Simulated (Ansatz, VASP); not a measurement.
# BaS in VASP and in Ansatz

The input INCAR:

```
PREC = Accurate
ENCUT = 520
EDIFF = 1E-6
ISMEAR = -1
SIGMA = 0.05
LREAL = F
LASPH = T
NELM = 80
ALGO = Normal
ISIF = 2
LWAVE = F
LCHARG = F
GGA = PE
NBANDS = 15
```

File KPOINTS:

```
Automatic mesh
0
Gamma
  7 7 7
```

The input POSCAR:

```
BaS
1.0
    0.0000000000      3.1285531347      3.1285531347
    3.1285531347      0.0000000000      3.1285531347
    3.1285531347      3.1285531347      0.0000000000
Ba S
1 1
Direct
    0.0000000000      0.0000000000      0.0000000000
    0.5000000000      0.5000000000      0.5000000000
```

Contents of input.yaml:

```yaml
crystal:
  lattice:
    - [0.0, 3.1285531347, 3.1285531347]
    - [3.1285531347, 0.0, 3.1285531347]
    - [3.1285531347, 3.1285531347, 0.0]
  atoms:
    - { symbol: Ba, position: [0.0, 0.0, 0.0] }
    - { symbol: S, position: [0.5, 0.5, 0.5] }
kpoints:
  mp_grid: { grid: [7, 7, 7] }
scf:
  occupations: { method: fermi_dirac, width: 0.05 }
hamiltonian:
  xc: pbe
  pseudopotentials: { kind: all_electron, lapw: { basis_error: 0.0005 } }
output:
  forces: true
  stress: true
  eigenvalues: true
```

Change from the starting cell: volume scaled by 0.94.

Alike in both runs: task single point; functional PBE; k mesh 7 × 7 × 7; occupations fermi-dirac, width 0.05 eV; no spin polarisation.

|  | VASP | Ansatz |
| --- | --- | --- |
| version | VASP 6.6.1 | Ansatz 0.2.0 |
| potentials or method | VASP PAW PBE potentials, release 64 (Ba_sv, S), cutoff 520 eV | all-electron LAPW, scalar-relativistic |

Ansatz gave:

| Property | Result |
| --- | --- |
| gap on the k mesh at the Fermi level (eV) | 2.17 |
| least direct gap on the mesh (eV) | 2.24 |
| pressure (GPa) | 4.1 |

**Question.** Which values does VASP return?

**Answer.** gap on the k mesh at the Fermi level (eV): 2.05; least direct gap on the mesh (eV): 2.17; pressure (GPa): 4.8.

Ansatz ran all-electron here, and VASP with PAW potentials.

Spin-orbit coupling is off throughout.
